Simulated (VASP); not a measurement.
BaSr: single point with LDA

Crystal: BaSr.

```
Sr Ba
1.0
     4.70017    0.00000    0.00000
     0.00000    4.70017    0.00000
     0.00000    0.00000    4.70017
Sr Ba
1 1
Direct
  0.00000 0.00000 0.00000
  0.50000 0.50000 0.50000
```

```yaml
Program: VASP 6.6.1
Task: single point
Functional: LDA
Potentials_or_basis: VASP PAW LDA potentials, release 64 (Sr_sv, Ba_sv)
Cutoff: 520 eV
k_mesh: 5 × 5 × 5
Occupations: methfessel-paxton, width 0.05 eV
Spin: no spin polarisation
```

```yaml
Pressure: 0.0 GPa
Band_gap_on_the_k_mesh: zero (band 10 reaches 1.96 eV, above the bottom of band 11 at 1.32 eV)
```

Levels at points of the mesh, in eV from the Fermi level:
```csv
k point,band 8,band 9,band 10,band 11,band 12,band 13
"(0.00, 0.00, 0.00)",-13.64,-3.27,-0.50,-0.50,2.21,2.21
```

Run time: 7.9 s on 1 thread of Intel(R) Xeon(R) 6975P-C (Granite Rapids), with other jobs on the host, peak memory 0.18 GiB.

Caveat: spin-orbit coupling is left out, which moves the levels of the heavy elements.
